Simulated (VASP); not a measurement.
YbB2:

```
CELL_PARAMETERS angstrom
3.25030 0.00000 0.00000
-1.62515 2.81484 0.00000
0.00000 0.00000 3.73150
ATOMIC_POSITIONS crystal
Yb 0.00000 0.00000 0.00000
B 0.66667 0.33333 0.50000
B 0.33333 0.66667 0.50000
```

Base run:

| Item | Value |
| --- | --- |
| Program | VASP 6.6.1 |
| Functional | PBE |
| Potentials or basis | VASP PAW PBE potentials, release 64 (Yb, B) |
| Cutoff | 520 eV |
| k mesh | 8 × 8 × 6 |
| Occupations | fermi-dirac, width 0.05 eV |
| Spin | collinear spin, ferromagnetic start |
| Starting moments | [2.0, 0.0, 0.0] μB |
| Fixed moment | 2 μB |

Its results: pressure 135.8 GPa; site moments Yb +1.05; B +0.18 μB.

Problem. The run is repeated on the same cell with these changes: fixed moment from 2 μB to 1.2 μB; moments at the start from [2.0, 0.0, 0.0] to [1.2, 0.0, 0.0]. What comes out?

Solution. Pressure 2.2 GPa; site moments Yb +0.74; B +0.09 μB.

Caveats: the total moment is fixed, so each spin has its own Fermi level and the state may be an excited one; the stress differs along the axes, from 132 to 144 GPa (at least some runs); the stress differs along the axes, from -1 to 8 GPa (at least some runs).
